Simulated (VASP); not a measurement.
Wanted: the native input for a VASP 6.6.1 run.

```
Task                   : relaxation of cell and atoms
Functional             : PBE
Potentials or basis    : VASP PAW PBE potentials, release 64 (In_d, As)
Cutoff                 : 600 eV
k mesh                 : 8 × 8 × 8
Occupations            : gaussian, width 0.1 eV
Spin                   : no spin polarisation
Dipole correction      : no
Further INCAR settings : ALGO = Normal; EDIFF = 1e-07; IBRION = 2; EDIFFG = -0.01; NSW = 100; ISIF = 3
```

The structure of In2As3 lies in POSCAR:

```
In2As3
1.0
    5.2953939780      0.0000000000      0.0000000000
    0.0000000000      5.2953939780      0.0000000000
    0.0000000000      0.0000000000      5.2953939780
In As
2 3
Direct
    0.5000000000      0.5000000000      0.5000000000
    0.0000000000      0.0000000000      0.0000000000
    0.0000000000      0.5000000000      0.5000000000
    0.5000000000      0.0000000000      0.5000000000
    0.5000000000      0.5000000000      0.0000000000
```

The cell was generated, and may not be a known phase.

The input as run:

INCAR

```
SYSTEM = In2As3
  ALGO = Normal
  EDIFF = 1E-7
  EDIFFG = -0.01
  ENCUT = 600
  GGA = PE
  IBRION = 2
  ISIF = 3
  ISMEAR = 0
  LASPH = .True.
  LCHARG = .False.
  LREAL = .False.
  LWAVE = .False.
  NELM = 100
  NSW = 100
  PREC = Accurate
  SIGMA = 0.1
```

KPOINTS

```
k-points
0
Gamma
  8 8 8
  0 0 0
```

Potentials or basis: VASP PAW PBE potentials, release 64 (In_d, As).

The run is started by

```sh
$ cat potpaw_PBE.64/In_d/POTCAR potpaw_PBE.64/As/POTCAR > POTCAR
$ mpirun -np 1 vasp_std > vasp.out
```

It gave:

```yaml
Relaxed_volume: 29.97 Å³/atom
Relaxed_cell: a = 5.311 Å, b = 5.311 Å, c = 5.311 Å, α = 90.00°, β = 90.00°, γ = 90.00°
Space_group_after_relaxing_to_0.1_Å: Pm-3m (No. 221)
Energy_gained_by_relaxing: 0.3 meV/atom
Ionic_steps: 2
Pressure_after_relaxing: 0.0 GPa
Band_gap_on_the_k_mesh: zero (an odd number of electrons rules out a gap without spin polarisation)
```

Caveat: the highest band is partly filled, so the run has too few bands; spin-orbit coupling is left out, which moves the levels of the heavy elements.

It took 5.8 min on 1 thread of Intel Xeon 8259CL, on a shared host, peak memory 0.36 GiB.
